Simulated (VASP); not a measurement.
**Zr3Bi2F3: relaxation of cell and atoms with PBE**

Zr3Bi2F3:

```xyz
8
Lattice="3.7310 2.1541 3.0278 -3.7310 2.1541 3.0278 0.0000 -4.3082 3.0278" Properties=species:S:1:pos:R:3 pbc="T T T"
Zr   -1.8935    0.0000    4.5417
Zr    0.9467    1.6398    4.5417
Zr    0.9467   -1.6398    4.5417
Bi    0.0000    0.0000    6.8297
Bi    0.0000    0.0000    2.2536
F    -1.8676    2.1541    3.0278
F     2.7993    0.5403    3.0278
F    -0.9317   -2.6945    3.0278
```

The cell was generated, and may not be a known phase.

```
Program                : VASP 6.6.1
Task                   : relaxation of cell and atoms
Functional             : PBE
Potentials or basis    : VASP PAW PBE potentials, release 64 (Zr_sv, Bi_d, F)
Cutoff                 : 600 eV
k mesh                 : 3 × 3 × 3
Occupations            : gaussian, width 0.1 eV
Spin                   : no spin polarisation
Dipole correction      : no
Further INCAR settings : ALGO = Normal; EDIFF = 1e-06; IBRION = 2; EDIFFG = -0.04; NSW = 90; ISIF = 3
```

```json
{
  "Relaxed volume": "19.32 Å³/atom",
  "Relaxed cell": "a = 5.370 Å, b = 5.370 Å, c = 5.370 Å, α = 88.06°, β = 88.06°, γ = 88.06°",
  "Space group after relaxing (to 0.1 Å)": "R32 (No. 155)",
  "Energy gained by relaxing": "222.7 meV/atom",
  "Ionic steps": "30",
  "Pressure after relaxing": "0.0 GPa",
  "Largest force after relaxing": "0.034 eV/Å",
  "Band gap on the k mesh": "zero (an odd number of electrons rules out a gap without spin polarisation)"
}
```

Forces on the atoms (eV/Å):
```
Zr  -0.023  0.000  0.000
Zr   0.011  0.020  0.000
Zr   0.011 -0.020  0.000
Bi   0.000  0.000 -0.027
Bi   0.000  0.000  0.027
F   -0.034  0.000  0.000
F    0.017  0.029  0.000
F    0.017 -0.029  0.000
```

Stress tensor (GPa, compression positive):
```
-0.08  0.00  0.00
 0.00 -0.08  0.00
 0.00  0.00  0.13
```

Step by step:
| step | energy change (eV) | largest force (eV/Å) | pressure (GPa) | volume (Å³) |
| --- | --- | --- | --- | --- |
| 1 | 0.0000 | 0.3500 | 6.84 | 146.01 |
| 2 | -0.1693 | 0.5504 | -3.47 | 163.08 |
| 3 | -0.2355 | 0.4386 | -0.35 | 156.78 |
| 4 | -0.2667 | 0.4273 | -0.25 | 156.68 |
| 5 | -0.3267 | 0.3975 | 0.13 | 156.31 |
| 6 | -0.2914 | 0.6086 | 1.26 | 155.24 |
| 7 | -0.3395 | 0.3883 | 0.45 | 156.01 |
| 8 | -0.3629 | 0.4083 | 0.26 | 156.38 |
| 9 | -0.4283 | 0.4522 | -0.27 | 157.50 |
| 10 | -0.5179 | 0.5775 | -1.24 | 159.73 |
| 11 | -0.4136 | 1.3530 | -2.62 | 164.21 |
| 12 | -0.5282 | 0.7594 | -1.60 | 160.77 |
| 13 | -0.5596 | 0.7893 | -1.48 | 160.47 |
| 14 | -0.6476 | 0.8930 | -1.12 | 159.56 |
| 15 | -0.7859 | 1.1448 | -0.40 | 157.76 |
| 16 | -0.7918 | 1.8756 | 1.55 | 154.18 |
| 17 | -0.8418 | 1.4153 | 0.36 | 156.19 |
| 18 | -0.9804 | 1.2627 | 0.14 | 155.77 |
| 19 | -1.2570 | 0.8970 | 0.06 | 154.52 |
| 20 | -0.7474 | 3.4476 | 2.76 | 152.03 |
| 21 | -1.2930 | 0.9611 | 0.19 | 154.13 |
| 22 | -1.2990 | 1.1494 | 0.32 | 153.88 |
| 23 | -1.4678 | 0.9136 | 0.10 | 154.13 |
| 24 | -1.7349 | 0.4121 | 0.19 | 154.74 |
| 25 | -1.7435 | 0.4691 | 0.38 | 154.85 |
| 26 | -1.7645 | 0.1507 | -0.37 | 155.87 |
| 27 | -1.7669 | 0.0870 | -0.69 | 156.34 |
| 28 | -1.7766 | 0.0440 | 0.03 | 154.83 |
| 29 | -1.7776 | 0.0610 | 0.31 | 154.27 |
| 30 | -1.7814 | 0.0339 | -0.01 | 154.59 |

Final structure:
```
CELL_PARAMETERS angstrom
3.73236 2.15488 3.20354
-3.73236 2.15488 3.20354
0.00000 -4.30976 3.20354
ATOMIC_POSITIONS crystal
Zr 0.13066 0.86934 0.50000
Zr 0.86934 0.50000 0.13066
Zr 0.50000 0.13066 0.86934
Bi 0.65895 0.65895 0.65895
Bi 0.34105 0.34105 0.34105
F 0.19833 0.80167 0.00000
F 0.80167 0.00000 0.19833
F 0.00000 0.19833 0.80167
```

Levels at points of the mesh, in eV from the Fermi level:
```
           k point  band 40  band 41  band 42  band 43  band 44  band 45  band 46  band 47
(0.00, 0.00, 0.00)    -2.33    -2.33    -1.81    -0.24     0.54     0.54     0.59     0.83
```

Wall time 18 min on 1 thread of Intel(R) Xeon(R) Platinum 8488C (Sapphire Rapids), on a shared host, peak memory 0.29 GiB.

Caveat: the k points lie up to 0.39 Å⁻¹ apart in the final cell, too coarse for converged energies and pressures of a metal; spin-orbit coupling is left out, which moves the levels of the heavy elements; an odd number of electrons without spin polarisation forces a metal; a magnetic or distorted state may lie lower.
